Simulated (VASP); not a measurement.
The system is Li2S.

```
S Li
1.0
     0.00000    2.90029    2.90029
     2.90029    0.00000    2.90029
     2.90029    2.90029    0.00000
S Li
1 2
Cartesian
  0.0000 0.0000 0.0000
  4.3504 4.3504 4.3504
  1.4501 1.4501 1.4501
```

Base run:

- Program: VASP 6.6.1
- Functional: PBE
- Potentials or basis: VASP PAW PBE potentials, release 64 (S, Li_sv)
- Cutoff: 750 eV
- k mesh: 8 × 8 × 8
- Occupations: fermi-dirac, width 0.05 eV
- Spin: no spin polarisation

Its results: band gap on the k mesh 3.42 eV (least direct gap 4.00 eV); pressure -2.1 GPa.

Question: The run is repeated on the same cell with these changes: functional from PBE to PBEsol. What comes out?

Answer: Band gap on the k mesh 3.25 eV (least direct gap 3.84 eV); pressure -2.9 GPa.

PBEsol binds more tightly than PBE, so the same cell stands under less pressure.

Caveats: the PAW data sets were made with another functional, which shifts forces and pressure a little (at least some runs).

A k mesh can miss the band edges.
